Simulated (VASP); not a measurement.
# In (I4/mmm) in VASP: settings compared

Aim: see how the results for In move with the level of theory and the settings. Levels: B3LYP, HSE06, RPBE, LDA. Tasks: single point.

Program: VASP 6.6.1. These are calculated values, not measurements. Logs are shortened: lines on timing, memory, paths and dates and some standing lists are left out, and cuts for length are marked.

## Step 1: The cell of the first run

The structure is tetragonal, space group I4/mmm (No. 139). Conventional cell: a = 3.251 Å, b = 3.251 Å, c = 4.947 Å, α = 90.00°, β = 90.00°, γ = 90.00°. Within 4.3 Å of In (site symmetry 4/mmm) lie 12 In at 3.25 to 3.38 Å.

## Step 2: Single point, B3LYP

POSCAR reads:

```
In
1.0
   -1.6254700000      1.6254700000      2.4737000000
    1.6254700000     -1.6254700000      2.4737000000
    1.6254700000      1.6254700000     -2.4737000000
In
1
Direct
    0.0000000000      0.0000000000      0.0000000000
```

INCAR.step1 reads:

```
PREC     = Accurate       # precision mode
ENCUT    = 520            # plane-wave cutoff, eV
EDIFF    = 1E-5           # SCF threshold, eV
ISMEAR   = -1             # smearing method
SIGMA    = 0.05           # smearing width, eV
LREAL    = F              # projectors in reciprocal space
LASPH    = T              # aspherical terms in the spheres
NELM     = 80             # most SCF steps
ALGO     = Normal         # electronic algorithm
ISIF     = 2              # what is computed and relaxed
LWAVE    = T              # write WAVECAR
NBANDS   = 12             # bands
GGA      = PE             # functional
```

INCAR.step2 reads:

```
PREC     = Accurate       # precision mode
ENCUT    = 520            # plane-wave cutoff, eV
EDIFF    = 1E-6           # SCF threshold, eV
ISMEAR   = -1             # smearing method
SIGMA    = 0.05           # smearing width, eV
LREAL    = F              # projectors in reciprocal space
LASPH    = T              # aspherical terms in the spheres
NELM     = 80             # most SCF steps
ALGO     = Normal         # electronic algorithm
ISIF     = 2              # what is computed and relaxed
LWAVE    = F              # write WAVECAR
LCHARG   = T              # write CHGCAR
GGA      = B3             # functional
LHFCALC  = T              # exact exchange
AEXX     = 0.2            # exact-exchange fraction
AGGAX    = 0.72         
AGGAC    = 0.81         
ALDAC    = 0.19         
PRECFOCK = Normal       
LELF     = T              # ELF
LVHAR    = T            
NBANDS   = 12             # bands
ISTART   = 1
```

KPOINTS reads:

```
Automatic mesh
0
Gamma
  6 6 6
```

Potentials or basis: VASP PAW PBE potentials, release 64 (In_d).

Run with:

```bash
$ cat potpaw_PBE.64/In_d/POTCAR > POTCAR
$ cp INCAR.step1 INCAR
$ mpirun -np 1 vasp_std > vasp.out
$ cp INCAR.step2 INCAR
$ mpirun -np 1 vasp_std > vasp.out
```

OUTCAR:

```text
PREC = Accurate
   ENCUT = 520
   EDIFF = 1E-6
   ISMEAR = -1
   LREAL = F
   LASPH = T
   NELM = 80
   ISIF = 2
   GGA = B3
   LHFCALC = T
   AEXX = 0.2
   PRECFOCK = Normal
   ISTART = 1

 ion  position               nearest neighbor table
   1  0.000  0.000  0.000-

  LATTYP: Found a body centered tetragonal cell.
 ALAT       =     3.2509400000
 C/A-ratio  =     1.5218367611

  Lattice vectors:

 A1 = (  -1.6254700000,   1.6254700000,   2.4737000000)
 A2 = (   1.6254700000,  -1.6254700000,   2.4737000000)
 A3 = (   1.6254700000,   1.6254700000,  -2.4737000000)

Analysis of symmetry for initial positions (statically):
=====================================================================
 Subroutine PRICEL returns:
 Original cell was already a primitive cell.

 Routine SETGRP: Setting up the symmetry group for a
 body centered tetragonal supercell.

 Subroutine GETGRP returns: Found 16 space group operations
 (whereof 16 operations were pure point group operations)
 out of a pool of 16 trial point group operations.

The static configuration has the point symmetry D_4h.

Analysis of symmetry for dynamics (positions and initial velocities):
=====================================================================
 Subroutine PRICEL returns:
 Original cell was already a primitive cell.

 Routine SETGRP: Setting up the symmetry group for a
 body centered tetragonal supercell.

 Subroutine GETGRP returns: Found 16 space group operations
 (whereof 16 operations were pure point group operations)
 out of a pool of 16 trial point group operations.

The dynamic configuration has the point symmetry D_4h.

 Subroutine INISYM returns: Found 16 space group operations
 (whereof 16 operations are pure point group operations),
 and found     1 'primitive' translations

----------------------------------------------------------------------------------------

                                     Primitive cell

  volume of cell :      26.1436

  direct lattice vectors                    reciprocal lattice vectors
    -1.625470000  1.625470000  2.473700000     0.000000000  0.307603339  0.202126369
     1.625470000 -1.625470000  2.473700000     0.307603339  0.000000000  0.202126369
     1.625470000  1.625470000 -2.473700000     0.307603339  0.307603339  0.000000000

  length of vectors
     3.376906444  3.376906444  3.376906444     0.368069129  0.368069129  0.435016814

  position of ions in fractional coordinates (direct lattice)
     0.000000000  0.000000000  0.000000000

  ion indices of the primitive-cell ions
   primitive index   ion index
                 1           1

----------------------------------------------------------------------------------------

 KPOINTS: Automatic mesh

Automatic generation of k-mesh.
 Grid dimensions read from file:
 generate k-points for:    6    6    6

 Generating k-lattice:

  Cartesian coordinates                     Fractional coordinates (reciprocal lattice)
     0.000000000  0.051267223  0.033687728     0.166666667  0.000000000  0.000000000
     0.051267223  0.000000000  0.033687728     0.000000000  0.166666667  0.000000000
     0.051267223  0.051267223  0.000000000     0.000000000  0.000000000  0.166666667

  Length of vectors
     0.061344855  0.061344855  0.072502802

  Shift w.r.t. Gamma in fractional coordinates (k-lattice)
     0.000000000  0.000000000  0.000000000

 Subroutine IBZKPT returns following result:
 ===========================================

 Found     30 irreducible k-points:

 Following reciprocal coordinates:
            Coordinates               Weight
  0.000000  0.000000  0.000000      1.000000
  0.166667  0.000000 -0.000000      8.000000
  0.333333  0.000000  0.000000      8.000000
  0.500000  0.000000 -0.000000      4.000000
  0.166667  0.166667 -0.000000      8.000000
  0.333333  0.166667 -0.000000     16.000000
[... 16 lines left out ...]
 -0.333333 -0.333333  0.166667      8.000000
 -0.166667 -0.333333  0.166667      8.000000
 [... further k-points ...]
   k-points           NKPTS =     30   k-points in BZ     NKDIM =    216   number of bands    NBANDS=     12
   number of dos      NEDOS =    301   number of ions     NIONS =      1
   total plane-waves  NPLWV =  21952
   dimension x,y,z NGX =    28 NGY =   28 NGZ =   28
   dimension x,y,z NGXF=    56 NGYF=   56 NGZF=   56
   ions per type =               1
   NGX,Y,Z   is equivalent  to a cutoff of  13.78, 13.78, 13.78 a.u.
   NGXF,Y,Z  is equivalent  to a cutoff of  27.57, 27.57, 27.57 a.u.
 SYSTEM =  unknown system
   PREC   = accura    normal or accurate (medium, high low for compatibility)
   ISTART =      1    job   : 0-new  1-cont  2-samecut
   ICHARG =      0    charge: 1-file 2-atom 10-const
   ISPIN  =      1    spin polarized calculation?
   LNONCOLLINEAR =      F non collinear calculations
   LSORBIT =      F    spin-orbit coupling
   LASPH  =      T    aspherical Exc in radial PAW
   ENCUT  =  520.0 eV  38.22 Ry    6.18 a.u.   6.28  6.28  6.28*2*pi/ulx,y,z
   NELM   =     80;   NELMIN=  2; NELMDL=  0     # of ELM steps
   EDIFF  = 0.1E-05   stopping-criterion for ELM
   LREAL  =      F    real-space projection
   EDIFFG = 0.1E-04   stopping-criterion for IOM
   NSW    =      0    number of steps for IOM
   IBRION =     -1    ionic relax: 0-MD 1-quasi-New 2-CG
   NFREE  =      0    steps in history (QN), initial steepest desc. (CG)
   ISIF   =      2    stress and relaxation
   ISYM   =      3    0-nonsym 1-usesym 2-fastsym
   POTIM  = 0.5000    time-step for ionic-motion
   TEBEG  =    0.0;   TEEND  =   0.0 temperature during run
   PSTRESS=    0.0 pullay stress
   NELECT =      13.0000    total number of electrons
   NUPDOWN=      -1.0000    fix difference up-down
   EMIN   =  10.00;   EMAX   =-10.00  energy-range for DOS
   EFERMI =   0.00;   METHOD = LEGACY
   ISMEAR =    -1;   SIGMA  =   0.05  broadening in eV -4-tet -1-fermi 0-gaus
   EFERMI_NEDOS =   21; number of points for ismear=-14 and -15
   IALGO  =     38    algorithm
   IMIX   =      1    mixing-type and parameters
     AMIX     =   0.40;   BMIX     =  1.00
     AMIX_MAG =   1.60;   BMIX_MAG =  1.00
  volume/ion in A,a.u.               =      26.14       176.43
  Fermi-wavevector in a.u.,A,eV,Ry     =   1.296983  2.450943 22.887245  1.682165
  Thomas-Fermi vector in A             =   2.428405
   LORBIT       =      0    0 simple, 1 ext, 2 COOP (PROOUT), +10 PAW based schemes
   GGA     = B3    functional components
   LHFCALC =     T    Hartree Fock is set to
   PRECFOCK=normal    Normal, Fast or Accurate (Low or Medium for compatibility)
   ENCUT4O =  -1.0   cutoff for four orbital integrals eV
   NKREDX  =     1    reduce k-point grid by
   NKREDY  =     1    reduce k-point grid by
   NKREDZ  =     1    reduce k-point grid by
   AEXX    =    0.2000 exact exchange contribution
   HFSCREEN=    0.0000 screening length (either q_TF or 0.3 A-1)
   HFSCREENC=   0.0000 screening length for correlation (either q_TF or 0.3 A-1)
   ENCUTFOCK=  -1.0 apply spherical cutoff to Coloumb kernel
   IVDW    =     0    specifies the selected vdW correction
   LEPSILON=     F    determine dielectric tensor
   LRPA    =     F    only Hartree local field effects (RPA)
 non-spin polarized calculation
  energy-cutoff  :      520.00
  volume of cell :       26.14
 maximum number of plane-waves:       720
 NGX is ok and might be reduce to    28
  NGX = 20; NGY = 20; NGZ = 20

 number of electron      13.0000006 magnetization

 Free energy of the ion-electron system (eV)
  ---------------------------------------------------
  ext. energy  EPLUGINS =         0.00000000
  ---------------------------------------------------
  free energy    TOTEN  =        -2.41192319 eV

  energy without entropy =       -2.41051501  energy(sigma->0) =       -2.41121910

 E-fermi :   7.7575     XC(G=0):  -8.1549

 val. band max:        7.3294130701   @ k =  -0.3333   0.5000   0.3333
 cond. band min:       7.8546303224   @ k =   0.3333   0.3333   0.0000
 fundamental gap:      0.5252172523
 Fermi energy:         7.7574590140

 k-point     1 :       0.0000    0.0000    0.0000
  band No.  band energies     occupation
      1      -9.0108      2.00000
      2      -8.8920      2.00000
      3      -8.8920      2.00000
      4      -8.8061      2.00000
      5      -8.7074      2.00000
      6      -3.1476      2.00000
      7      19.2028      0.00000
      8      19.2028      0.00000
      9      19.3867      0.00000
     10      20.5438      0.00000
     11      22.7916      0.00000
     12      22.9521      0.00000

 k-point     2 :       0.1667    0.0000   -0.0000
  band No.  band energies     occupation
      1      -8.9786      2.00000
      2      -8.9000      2.00000
      3      -8.8564      2.00000
      4      -8.7830      2.00000
      5      -8.7174      2.00000
      6      -2.4728      2.00000
      7      14.4825      0.00000
      8      18.1479      0.00000
      9      18.6246      0.00000
     10      20.2536      0.00000
     11      22.3169      0.00000
     12      24.3827      0.00000

 k-point     3 :       0.3333    0.0000    0.0000
  band No.  band energies     occupation
      1      -8.9790      2.00000
      2      -8.9434      2.00000
      3      -8.8562      2.00000
      4      -8.6648      2.00000
      5      -8.6558      2.00000
      6      -0.4018      2.00000
      7       8.6243      0.00000
      8      16.6759      0.00000
      9      17.9782      0.00000
     10      20.1606      0.00000
     11      20.7563      0.00000
     12      22.9730      0.00000
[... 286 lines left out ...]
 k-point    23 :      -0.3333   -0.3333    0.1667
  band No.  band energies     occupation
      1      -9.0087      2.00000
      2      -8.9291      2.00000
      3      -8.7728      2.00000
      4      -8.6644      2.00000
      5      -8.6565      2.00000
      6       1.1154      2.00000
      7      10.1114      0.00000
      8      10.9287      0.00000
      9      12.5219      0.00000
     10      21.3231      0.00000
     11      21.5726      0.00000
     12      24.4745      0.00000

 k-point    24 :      -0.1667   -0.3333    0.1667
  band No.  band energies     occupation
      1      -9.0492      2.00000
      2      -8.9019      2.00000
      3      -8.7754      2.00000
      4      -8.7474      2.00000
      5      -8.6387      2.00000
      6      -0.8197      2.00000
      7      11.2817      0.00000
      8      14.4303      0.00000
      9      15.6703      0.00000
     10      18.3919      0.00000
     11      21.8484      0.00000
     12      25.2534      0.00000

 [... further k-points ...]

------------------------ aborting loop because EDIFF is reached ----------------------------------------

  FORCE on cell =-STRESS in cart. coord.  units (eV):
  Direction    XX          YY          ZZ          XY          YZ          ZX
  --------------------------------------------------------------------------------------
  -------------------------------------------------------------------------------------
  Total        0.5098827      0.5098827      0.9629112      0.0000000      0.0000000      0.0000000
  in kB       31.2475482     31.2475482     59.0108511      0.0000000      0.0000000      0.0000000
  external PRESSURE =      40.5019825 kB  Pullay stress =       0.0000000 kB

 VOLUME and BASIS-vectors are now :
 -----------------------------------------------------------------------------
  energy-cutoff  :      520.00
  volume of cell :       26.14
      direct lattice vectors                 reciprocal lattice vectors
    -1.625470000  1.625470000  2.473700000     0.000000000  0.307603339  0.202126369
     1.625470000 -1.625470000  2.473700000     0.307603339  0.000000000  0.202126369
     1.625470000  1.625470000 -2.473700000     0.307603339  0.307603339  0.000000000

 POSITION                                       TOTAL-FORCE (eV/Angst)
 -----------------------------------------------------------------------------------
      0.00000      0.00000      0.00000        -0.000000      0.000000     -0.000000
 -----------------------------------------------------------------------------------
    total drift:                               -0.000000     -0.000001     -0.000000

  FREE ENERGIE OF THE ION-ELECTRON SYSTEM (eV)
  ---------------------------------------------------
  free  energy   TOTEN  =        -2.4119231944 eV

  energy  without entropy=       -2.4105150113  energy(sigma->0) =       -2.41121910
```

It took 16 min on 1 thread of Intel Xeon Platinum 8488C (Sapphire Rapids), shared host; peak memory 0.18 GiB.

What came out:

```
Free energy            : -2.4119 eV
Pressure               : 4.1 GPa
Band gap on the k mesh : zero (an odd number of electrons rules out a gap without spin polarisation)
```

Stress tensor (GPa, compression positive):
```
3.12 0.00 0.00
0.00 3.12 0.00
0.00 0.00 5.90
```

Caveat: the k points lie up to 0.39 Å⁻¹ apart, too coarse for converged energies and pressures of a metal; the PAW data sets were made with another functional, which shifts forces and pressure a little; spin-orbit coupling is left out, which moves the levels of the heavy elements.

## Step 3: Single point, HSE06

POSCAR is that of step 2.

INCAR.step1, as its differences from that of step 2:

```diff
@@ -7,3 +7,3 @@
 LASPH    = T              # aspherical terms in the spheres
-NELM     = 80             # most SCF steps
+NELM     = 60             # most SCF steps
 ALGO     = Normal         # electronic algorithm
@@ -11,2 +11,3 @@
 LWAVE    = T              # write WAVECAR
+LCHARG   = F              # write CHGCAR
 NBANDS   = 12             # bands
```

INCAR.step2 reads:

```
PREC     = Accurate       # precision mode
ENCUT    = 520            # plane-wave cutoff, eV
EDIFF    = 1E-6           # SCF threshold, eV
ISMEAR   = -1             # smearing method
SIGMA    = 0.05           # smearing width, eV
LREAL    = F              # projectors in reciprocal space
LASPH    = T              # aspherical terms in the spheres
NELM     = 60             # most SCF steps
ALGO     = Normal         # electronic algorithm
ISIF     = 2              # what is computed and relaxed
LWAVE    = F              # write WAVECAR
LCHARG   = F              # write CHGCAR
GGA      = PE             # functional
LHFCALC  = T              # exact exchange
HFSCREEN = 0.2079         # screening, 1/A
PRECFOCK = Normal       
NBANDS   = 12             # bands
ISTART   = 1
```

KPOINTS is that of step 2.

Potentials or basis: VASP PAW PBE potentials, release 64 (In_d).

Run with:

```bash
$ cat potpaw_PBE.64/In_d/POTCAR > POTCAR
$ cp INCAR.step1 INCAR
$ mpirun -np 1 vasp_std > vasp.out
$ cp INCAR.step2 INCAR
$ mpirun -np 1 vasp_std > vasp.out
```

Run time: 14 min. Hardware: 1 thread of Intel Xeon Platinum 8488C (Sapphire Rapids), shared host; peak memory 0.27 GiB.

Results (log left out):

- Free energy: -2.9390 eV
- Pressure: -0.4 GPa
- Band gap on the k mesh: zero (an odd number of electrons rules out a gap without spin polarisation)

Stress tensor (GPa, compression positive):
```
 0.23  0.00  0.00
 0.00  0.23  0.00
 0.00  0.00 -1.64
```

Levels at points of the mesh, in eV from the Fermi level:
```tsv
k point	band 2	band 3	band 4	band 5	band 6	band 7	band 8	band 9	band 10	band 11
(0.00, 0.00, 0.00)	-16.57	-16.57	-16.48	-16.37	-10.71	11.60	11.60	11.80	12.43	14.87
(0.50, 0.00, 0.00)	-16.64	-16.55	-16.29	-16.25	-4.71	-3.76	8.43	10.15	11.93	12.25
(0.50, 0.50, 0.00)	-16.73	-16.28	-16.27	-16.18	-2.16	-1.58	4.09	4.56	7.69	7.90
(0.50, 0.50, 0.50)	-16.73	-16.26	-16.24	-16.24	-3.09	-2.93	5.38	5.38	8.78	8.93
```

Caveat: the k points lie up to 0.39 Å⁻¹ apart, too coarse for converged energies and pressures of a metal; the PAW data sets were made with another functional, which shifts forces and pressure a little; spin-orbit coupling is left out, which moves the levels of the heavy elements.

## Step 4: Single point, RPBE

INCAR reads:

```
SYSTEM = In
PREC = Accurate ; ENCUT = 520
EDIFF = 1E-6 ; ISMEAR = 0
SIGMA = 0.02 ; LREAL = .False.
LASPH = .True. ; NELM = 100
ALGO = Fast ; ISIF = 2
LWAVE = .False. ; LCHARG = .False.
GGA = RP ; NBANDS = 12
```

KPOINTS reads:

```
Automatic mesh
0
Gamma
  11 11 11
  0 0 0
```

POSCAR is that of step 3.

Run with:

```bash
$ cat potpaw_PBE.64/In_d/POTCAR > POTCAR
$ mpirun -np 1 vasp_std > vasp.out
```

Run time: 56 s. Hardware: 1 thread of Intel Xeon 8259CL, shared host; peak memory 0.18 GiB.

It converged, with:

```
Free energy            : -2.1683 eV
Pressure               : 3.7 GPa
Band gap on the k mesh : zero (an odd number of electrons rules out a gap without spin polarisation)
```

Stress tensor (GPa, compression positive):
```
3.93 0.00 0.00
0.00 3.93 0.00
0.00 0.00 3.29
```

Levels at points of the mesh, in eV from the Fermi level:
```csv
k point,band 4,band 5,band 6,band 7,band 8,band 9
"(0.00, 0.00, 0.00)",-14.64,-14.53,-9.60,10.54,10.54,10.72
```

Caveat: the cell stands under pressure; the PAW data sets were made with another functional, which shifts forces and pressure a little; spin-orbit coupling is left out, which moves the levels of the heavy elements.

(Part 1 of 2 ends here.)
